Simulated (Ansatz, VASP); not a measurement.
## Two plane-wave programs on Sn4C

```
Sn C
1.0
    -3.22092    3.22092    3.22092
     3.22092   -3.22092    3.22092
     3.22092    3.22092   -3.22092
Sn C
4 1
Cartesian
  1.2648 1.2648 1.2648
  -1.9561 1.9561 1.9561
  1.9561 1.9561 -1.9561
  1.9561 -1.9561 1.9561
  0.0000 0.0000 0.0000
```

Change from the starting cell: species swapped into the GeF4 type (I-43m, No. 217).

Alike in both runs: functional PBE; k mesh 4 × 4 × 4; occupations gaussian, width 0.1 eV; no spin polarisation.

Ansatz relaxed the structure, and its values are those at the end. VASP's run is a single point on that final structure, the one shown.

|  | VASP | Ansatz |
| --- | --- | --- |
| version | VASP 6.6.1 | Ansatz 0.2.0 |
| potentials or method | VASP PAW PBE potentials, release 64 (Sn_d, C), cutoff 520 eV | scalar-relativistic, plane waves, PAW |
| valence electrons in the cell | 60 | 60 |

Ansatz gave:

| Property | Result |
| --- | --- |
| gap on the k mesh at the Fermi level (eV) | none |
| pressure (GPa) | 0.0 |
| rms of the force components (eV/Å) | 0.027 |

**Question.** Estimate VASP's values.

**Answer.** gap on the k mesh at the Fermi level (eV): none; pressure (GPa): 0.0; rms of the force components (eV/Å): 0.030.

A gap of «none» marks a metal or a gap that the smearing closes.
